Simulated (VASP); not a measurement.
# ZrO2 (Fm-3m) in VASP: notebook

Runs on ZrO2. Level: LDA. Tasks: single point.

All numbers are computed with VASP 6.6.1; they aren't measurements. Logs are shortened: lines on timing, memory, paths and dates and some standing lists are left out, and cuts for length are marked.

**1. The cell of the first run**

Symmetry: Fm-3m, No. 225, cubic system. Conventional cell: a = 5.029 Å, b = 5.029 Å, c = 5.029 Å, α = 90.00°, β = 90.00°, γ = 90.00°. Within 2.9 Å of Zr (site symmetry m-3m) lie 8 O at 2.18 Å. O (site symmetry -43m) has 4 Zr at 2.18 Å and 6 O at 2.51 Å within 2.9 Å.

**2. Single point, LDA**

INCAR

```
SYSTEM = ZrO2
PREC = Accurate
ENCUT = 600
EDIFF = 1E-6
ISMEAR = 0
SIGMA = 0.1
LREAL = .FALSE.
LASPH = .TRUE.
NELM = 120
ALGO = Normal
ISIF = 2
LWAVE = .FALSE.
LCHARG = .FALSE.
NBANDS = 19
GGA_COMPAT = .FALSE.
```

KPOINTS

```
regular mesh
0
G
  6 6 6
  0 0 0
```

POSCAR

```
ZrO2
1.0
    0.0000000000      2.5142764160      2.5142764160
    2.5142764160      0.0000000000      2.5142764160
    2.5142764160      2.5142764160      0.0000000000
Zr O
1 2
Direct
    0.0000000000      0.0000000000      0.0000000000
    0.2500000000      0.2500000000      0.2500000000
    0.7500000000      0.7500000000      0.7500000000
```

Potentials or basis: VASP PAW LDA potentials, release 64 (Zr_sv, O).

The run is started by

```
$ cat potpaw_LDA.64/Zr_sv/POTCAR potpaw_LDA.64/O/POTCAR > POTCAR
$ mpirun -np 1 vasp_std > vasp.out
```

OUTCAR:

```text
SYSTEM = ZrO2
   PREC = Accurate
   ENCUT = 600
   EDIFF = 1E-6
   ISMEAR = 0
   LREAL = .FALSE.
   LASPH = .TRUE.
   NELM = 120
   ISIF = 2

 ion  position               nearest neighbor table
   1  0.000  0.000  0.000-   2 2.18   3 2.18   3 2.18   3 2.18   3 2.18   2 2.18   2 2.18   2 2.18

   2  0.250  0.250  0.250-   1 2.18   1 2.18   1 2.18   1 2.18
   3  0.750  0.750  0.750-   1 2.18   1 2.18   1 2.18   1 2.18

  LATTYP: Found a face centered cubic cell.
 ALAT       =     5.0285528320

  Lattice vectors:

 A1 = (   0.0000000000,   2.5142764160,   2.5142764160)
 A2 = (   2.5142764160,   0.0000000000,   2.5142764160)
 A3 = (   2.5142764160,   2.5142764160,   0.0000000000)

Analysis of symmetry for initial positions (statically):
=====================================================================
 Subroutine PRICEL returns:
 Original cell was already a primitive cell.

 Routine SETGRP: Setting up the symmetry group for a
 face centered cubic supercell.

 Subroutine GETGRP returns: Found 48 space group operations
 (whereof 48 operations were pure point group operations)
 out of a pool of 48 trial point group operations.

The static configuration has the point symmetry O_h .

Analysis of symmetry for dynamics (positions and initial velocities):
=====================================================================
 Subroutine PRICEL returns:
 Original cell was already a primitive cell.

 Routine SETGRP: Setting up the symmetry group for a
 face centered cubic supercell.

 Subroutine GETGRP returns: Found 48 space group operations
 (whereof 48 operations were pure point group operations)
 out of a pool of 48 trial point group operations.

The dynamic configuration has the point symmetry O_h .

 Subroutine INISYM returns: Found 48 space group operations
 (whereof 48 operations are pure point group operations),
 and found     1 'primitive' translations

----------------------------------------------------------------------------------------

                                     Primitive cell

  volume of cell :      31.7884

  direct lattice vectors                    reciprocal lattice vectors
     0.000000000  2.514276416  2.514276416    -0.198864372  0.198864372  0.198864372
     2.514276416  0.000000000  2.514276416     0.198864372 -0.198864372  0.198864372
     2.514276416  2.514276416  0.000000000     0.198864372  0.198864372 -0.198864372

  length of vectors
     3.555723807  3.555723807  3.555723807     0.344443196  0.344443196  0.344443196

  position of ions in fractional coordinates (direct lattice)
     0.000000000  0.000000000  0.000000000
     0.250000000  0.250000000  0.250000000
     0.750000000  0.750000000  0.750000000

  ion indices of the primitive-cell ions
   primitive index   ion index
                 1           1
                 2           2
                 3           3

----------------------------------------------------------------------------------------

 KPOINTS: regular mesh

Automatic generation of k-mesh.
 Grid dimensions read from file:
 generate k-points for:    6    6    6

 Generating k-lattice:

  Cartesian coordinates                     Fractional coordinates (reciprocal lattice)
    -0.033144062  0.033144062  0.033144062     0.166666667  0.000000000  0.000000000
     0.033144062 -0.033144062  0.033144062     0.000000000  0.166666667  0.000000000
     0.033144062  0.033144062 -0.033144062     0.000000000  0.000000000  0.166666667

  Length of vectors
     0.057407199  0.057407199  0.057407199

  Shift w.r.t. Gamma in fractional coordinates (k-lattice)
     0.000000000  0.000000000  0.000000000

 Subroutine IBZKPT returns following result:
 ===========================================

 Found     16 irreducible k-points:

 Following reciprocal coordinates:
            Coordinates               Weight
  0.000000  0.000000  0.000000      1.000000
  0.166667  0.000000  0.000000      8.000000
  0.333333  0.000000  0.000000      8.000000
  0.500000  0.000000  0.000000      4.000000
  0.166667  0.166667  0.000000      6.000000
  0.333333  0.166667  0.000000     24.000000
[... 8 lines left out ...]
 -0.333333  0.333333  0.166667     24.000000
 -0.333333  0.500000  0.166667     12.000000
   k-points           NKPTS =     16   k-points in BZ     NKDIM =     16   number of bands    NBANDS=     19
   number of dos      NEDOS =    301   number of ions     NIONS =      3
   total plane-waves  NPLWV =  21952
   dimension x,y,z NGX =    28 NGY =   28 NGZ =   28
   dimension x,y,z NGXF=    56 NGYF=   56 NGZF=   56
   ions per type =               1   2
   NGX,Y,Z   is equivalent  to a cutoff of  13.09, 13.09, 13.09 a.u.
   NGXF,Y,Z  is equivalent  to a cutoff of  26.18, 26.18, 26.18 a.u.
 SYSTEM =  ZrO2
   PREC   = accura    normal or accurate (medium, high low for compatibility)
   ISTART =      0    job   : 0-new  1-cont  2-samecut
   ICHARG =      2    charge: 1-file 2-atom 10-const
   ISPIN  =      1    spin polarized calculation?
   LNONCOLLINEAR =      F non collinear calculations
   LSORBIT =      F    spin-orbit coupling
   LASPH  =      T    aspherical Exc in radial PAW
   ENCUT  =  600.0 eV  44.10 Ry    6.64 a.u.   7.10  7.10  7.10*2*pi/ulx,y,z
   NELM   =    120;   NELMIN=  2; NELMDL= -5     # of ELM steps
   EDIFF  = 0.1E-05   stopping-criterion for ELM
   LREAL  =      F    real-space projection
   EDIFFG = 0.1E-04   stopping-criterion for IOM
   NSW    =      0    number of steps for IOM
   IBRION =     -1    ionic relax: 0-MD 1-quasi-New 2-CG
   NFREE  =      0    steps in history (QN), initial steepest desc. (CG)
   ISIF   =      2    stress and relaxation
   ISYM   =      2    0-nonsym 1-usesym 2-fastsym
   POTIM  = 0.5000    time-step for ionic-motion
   TEBEG  =    0.0;   TEEND  =   0.0 temperature during run
   PSTRESS=    0.0 pullay stress
   NELECT =      24.0000    total number of electrons
   NUPDOWN=      -1.0000    fix difference up-down
   EMIN   =  10.00;   EMAX   =-10.00  energy-range for DOS
   EFERMI =   0.00;   METHOD = LEGACY
   ISMEAR =     0;   SIGMA  =   0.10  broadening in eV -4-tet -1-fermi 0-gaus
   EFERMI_NEDOS =   21; number of points for ismear=-14 and -15
   IALGO  =     38    algorithm
   IMIX   =      4    mixing-type and parameters
     AMIX     =   0.40;   BMIX     =  1.00
     AMIX_MAG =   1.60;   BMIX_MAG =  1.00
  volume/ion in A,a.u.               =      10.60        71.51
  Fermi-wavevector in a.u.,A,eV,Ry     =   1.490695  2.817006 30.234493  2.222173
  Thomas-Fermi vector in A             =   2.603445
   LORBIT       =      0    0 simple, 1 ext, 2 COOP (PROOUT), +10 PAW based schemes
   GGA     = CA    functional components
   LHFCALC =     F    Hartree Fock is set to
   AEXX    =    0.0000 exact exchange contribution
   IVDW    =     0    specifies the selected vdW correction
   LEPSILON=     F    determine dielectric tensor
   LRPA    =     F    only Hartree local field effects (RPA)
 non-spin polarized calculation
 Gauss-broadening in eV      SIGMA  =   0.10
  energy-cutoff  :      600.00
  volume of cell :       31.79
 maximum number of plane-waves:      1068
   NGX = 15   NGY = 15   NGZ = 15

 number of electron      23.9999995 magnetization

 Free energy of the ion-electron system (eV)
  ---------------------------------------------------
  ext. energy  EPLUGINS =         0.00000000
  ---------------------------------------------------
  free energy    TOTEN  =       -31.37248955 eV

  energy without entropy =      -31.37248955  energy(sigma->0) =      -31.37248955

 E-fermi :   7.7968     XC(G=0): -12.4687

 val. band max:        7.3626082535   @ k =   0.5000   0.5000   0.0000
 cond. band min:      10.6895664417   @ k =   0.0000   0.0000   0.0000
 fundamental gap:      3.3269581883
 Fermi energy:         7.7967536495

 k-point     1 :       0.0000    0.0000    0.0000
  band No.  band energies     occupation
      1     -40.2067      2.00000
      2     -18.1976      2.00000
      3     -18.1976      2.00000
      4     -18.1976      2.00000
      5     -10.7390      2.00000
      6      -7.9314      2.00000
[... 11 lines left out ...]
     18      17.2019      0.00000
     19      21.7283      0.00000

 k-point     2 :       0.1667    0.0000    0.0000
  band No.  band energies     occupation
      1     -40.1919      2.00000
      2     -18.4275      2.00000
      3     -18.2191      2.00000
      4     -18.2191      2.00000
      5     -10.3239      2.00000
      6      -8.2222      2.00000
[... 11 lines left out ...]
     18      16.7921      0.00000
     19      21.2625      0.00000

 k-point     3 :       0.3333    0.0000    0.0000
  band No.  band energies     occupation
      1     -40.1621      2.00000
      2     -18.8368      2.00000
      3     -18.2615      2.00000
      4     -18.2615      2.00000
      5      -9.7486      2.00000
      6      -8.4445      2.00000
[... 11 lines left out ...]
     18      16.8972      0.00000
     19      20.8485      0.00000

 k-point     4 :       0.5000    0.0000    0.0000
  band No.  band energies     occupation
      1     -40.1472      2.00000
      2     -19.0221      2.00000
      3     -18.2825      2.00000
      4     -18.2825      2.00000
      5      -9.7189      2.00000
      6      -8.2469      2.00000
[... 231 lines left out ...]
     18      18.2364      0.00000
     19      22.3547      0.00000

 k-point    15 :      -0.3333    0.3333    0.1667
  band No.  band energies     occupation
      1     -40.1324      2.00000
      2     -18.8452      2.00000
      3     -18.6505      2.00000
      4     -18.3661      2.00000
      5      -9.0203      2.00000
      6      -8.6575      2.00000
[... 11 lines left out ...]
     18      18.7874      0.00000
     19      22.6905      0.00000

 k-point    16 :      -0.3333    0.5000    0.1667
  band No.  band energies     occupation
      1     -40.1275      2.00000
      2     -18.9275      2.00000
      3     -18.5920      2.00000
      4     -18.4142      2.00000
      5      -9.0395      2.00000
      6      -8.5484      2.00000
[... 11 lines left out ...]
     18      19.9834      0.00000
     19      22.4424      0.00000

------------------------ aborting loop because EDIFF is reached ----------------------------------------

  FORCE on cell =-STRESS in cart. coord.  units (eV):
  Direction    XX          YY          ZZ          XY          YZ          ZX
  --------------------------------------------------------------------------------------
  -------------------------------------------------------------------------------------
  Total        0.0424913      0.0424913      0.0424913      0.0000000     -0.0000000     -0.0000000
  in kB        2.1416167      2.1416167      2.1416167      0.0000000     -0.0000000     -0.0000000
  external PRESSURE =       2.1416167 kB  Pullay stress =       0.0000000 kB

 VOLUME and BASIS-vectors are now :
 -----------------------------------------------------------------------------
  energy-cutoff  :      600.00
  volume of cell :       31.79
      direct lattice vectors                 reciprocal lattice vectors
     0.000000000  2.514276416  2.514276416    -0.198864372  0.198864372  0.198864372
     2.514276416  0.000000000  2.514276416     0.198864372 -0.198864372  0.198864372
     2.514276416  2.514276416  0.000000000     0.198864372  0.198864372 -0.198864372

 POSITION                                       TOTAL-FORCE (eV/Angst)
 -----------------------------------------------------------------------------------
      0.00000      0.00000      0.00000         0.000000      0.000000      0.000000
      1.25714      1.25714      1.25714         0.000000      0.000000     -0.000000
      3.77141      3.77141      3.77141        -0.000000     -0.000000      0.000000
 -----------------------------------------------------------------------------------
    total drift:                                0.000000      0.000000      0.000000

  FREE ENERGIE OF THE ION-ELECTRON SYSTEM (eV)
  ---------------------------------------------------
  free  energy   TOTEN  =       -31.3724895485 eV

  energy  without entropy=      -31.3724895485  energy(sigma->0) =      -31.37248955
```

Wall time 6.5 s (1 thread of Intel Xeon 6975P-C (Granite Rapids), shared host); peak memory 0.14 GiB.

What came out:

```
Free energy            : -31.3725 eV
Pressure               : 0.2 GPa
Band gap on the k mesh : 3.33 eV (least direct gap 3.78 eV)
```

Levels at points of the mesh, in eV from the valence-band top:
```
           k point  band 9  band 10  band 11  band 12  band 13  band 14  band 15  band 16
(0.00, 0.00, 0.00)   -5.50    -0.55    -0.55    -0.55     3.33     3.33     6.66     9.84
(0.50, 0.00, 0.00)   -2.64    -2.53    -1.69    -1.69     4.03     4.03     6.46     8.86
(0.50, 0.50, 0.00)   -3.23    -1.57    -1.57     0.00     3.78     4.85     6.20     7.60
```

A k mesh can miss the band edges.

**3. Single point, LDA**

INCAR

```
SYSTEM = ZrO2
PREC     = Accurate       ! precision mode
ENCUT    = 600            ! plane-wave cutoff, eV
EDIFF    = 1E-6           ! SCF threshold, eV
ISMEAR   = 0              ! smearing method
SIGMA    = 0.02           ! smearing width, eV
LREAL    = .False.        ! projectors in reciprocal space
LASPH    = .True.         ! aspherical terms in the spheres
NELM     = 120            ! most SCF steps
ALGO     = Normal         ! electronic algorithm
ISIF     = 2              ! what is computed and relaxed
LWAVE    = .False.        ! write WAVECAR
LCHARG   = .True.         ! write CHGCAR
LELF     = .True.         ! ELF
LVHAR    = .True.       
NBANDS   = 19             ! bands
GGA_COMPAT= .False.
```

KPOINTS

```
Automatic mesh
0
Gamma
  8 8 8
  0 0 0
```

POSCAR

```
ZrO2
1.0
    0.0000000000      2.5132500667      2.5132500667
    2.5132500667      0.0000000000      2.5132500667
    2.5132500667      2.5132500667      0.0000000000
Zr O
1 2
Direct
    0.0000000000      0.0000000000      0.0000000000
    0.2500000000      0.2500000000      0.2500000000
    0.7500000000      0.7500000000      0.7500000000
```

Potentials or basis: VASP PAW LDA potentials, release 64 (Zr_sv, O).

The run is started by

```
$ cat potpaw_LDA.64/Zr_sv/POTCAR potpaw_LDA.64/O/POTCAR > POTCAR
$ mpirun -np 1 vasp_std > vasp.out
```

OUTCAR:

```text
SYSTEM = ZrO2
   PREC = Accurate
   ENCUT = 600
   EDIFF = 1E-6
   ISMEAR = 0
   LREAL = .False.
   LASPH = .True.
   NELM = 120
   ISIF = 2

 ion  position               nearest neighbor table
   1  0.000  0.000  0.000-   3 2.18   3 2.18   3 2.18   2 2.18   3 2.18   2 2.18   2 2.18   2 2.18

   2  0.250  0.250  0.250-   1 2.18   1 2.18   1 2.18   1 2.18
   3  0.750  0.750  0.750-   1 2.18   1 2.18   1 2.18   1 2.18

  LATTYP: Found a face centered cubic cell.
 ALAT       =     5.0265001334

  Lattice vectors:

 A1 = (   0.0000000000,   2.5132500667,   2.5132500667)
[... 718 lines left out ...]
  FORCE on cell =-STRESS in cart. coord.  units (eV):
  Direction    XX          YY          ZZ          XY          YZ          ZX
  --------------------------------------------------------------------------------------
  -------------------------------------------------------------------------------------
  Total        0.1083893      0.1083893      0.1083893     -0.0000000     -0.0000000      0.0000000
  in kB        5.4696566      5.4696566      5.4696566     -0.0000000     -0.0000000      0.0000000
  external PRESSURE =       5.4696566 kB  Pullay stress =       0.0000000 kB

 VOLUME and BASIS-vectors are now :
 -----------------------------------------------------------------------------
  energy-cutoff  :      600.00
  volume of cell :       31.75
      direct lattice vectors                 reciprocal lattice vectors
     0.000000000  2.513250067  2.513250067    -0.198945583  0.198945583  0.198945583
     2.513250067  0.000000000  2.513250067     0.198945583 -0.198945583  0.198945583
     2.513250067  2.513250067  0.000000000     0.198945583  0.198945583 -0.198945583

 POSITION                                       TOTAL-FORCE (eV/Angst)
 -----------------------------------------------------------------------------------
      0.00000      0.00000      0.00000         0.000000     -0.000000     -0.000000
      1.25663      1.25663      1.25663        -0.000000      0.000000      0.000000
      3.76988      3.76988      3.76988        -0.000000      0.000000     -0.000000
 -----------------------------------------------------------------------------------
    total drift:                                0.000000      0.000000      0.000000

  FREE ENERGIE OF THE ION-ELECTRON SYSTEM (eV)
  ---------------------------------------------------
  free  energy   TOTEN  =       -31.3722434719 eV

  energy  without entropy=      -31.3722434719  energy(sigma->0) =      -31.37224347
```

OSZICAR:

```text
N       E                     dE             d eps       ncg     rms          rms(c)
DAV:   1     0.197012157286E+03    0.19701E+03   -0.15483E+04  1102   0.145E+03
DAV:   2    -0.276684404446E+02   -0.22468E+03   -0.21853E+03  1330   0.366E+02
DAV:   3    -0.372118754845E+02   -0.95434E+01   -0.94829E+01  1460   0.732E+01
DAV:   4    -0.374911730316E+02   -0.27930E+00   -0.27873E+00  1559   0.972E+00
DAV:   5    -0.374947952371E+02   -0.36222E-02   -0.36218E-02  1319   0.109E+00    0.265E+01
DAV:   6    -0.315551325398E+02    0.59397E+01   -0.22090E+01  1185   0.391E+01    0.959E+00
DAV:   7    -0.314401905705E+02    0.11494E+00   -0.10120E+00  1330   0.783E+00    0.778E+00
DAV:   8    -0.313948733082E+02    0.45317E-01   -0.39172E-01  1248   0.554E+00    0.350E+00
DAV:   9    -0.313723251948E+02    0.22548E-01   -0.71324E-02  1224   0.232E+00    0.436E-01
DAV:  10    -0.313724367272E+02   -0.11153E-03   -0.40406E-03  1349   0.622E-01    0.364E-01
DAV:  11    -0.313722435211E+02    0.19321E-03   -0.76030E-04  1204   0.281E-01    0.305E-02
DAV:  12    -0.313722461020E+02   -0.25809E-05   -0.39222E-05  1441   0.445E-02    0.360E-02
DAV:  13    -0.313722434212E+02    0.26808E-05   -0.92430E-06  1281   0.244E-02    0.265E-03
DAV:  14    -0.313722434719E+02   -0.50771E-07   -0.71442E-07   736   0.897E-03
   1 F= -.31372243E+02 E0= -.31372243E+02  d E =-.189791E-73
```

It took 11 s on 1 thread of Intel Xeon 6975P-C (Granite Rapids), shared host; peak memory 0.15 GiB.

What came out:

```
Free energy            : -31.3722 eV
Pressure               : 0.5 GPa
Band gap on the k mesh : 3.33 eV (least direct gap 3.79 eV)
```

A k mesh can miss the band edges.
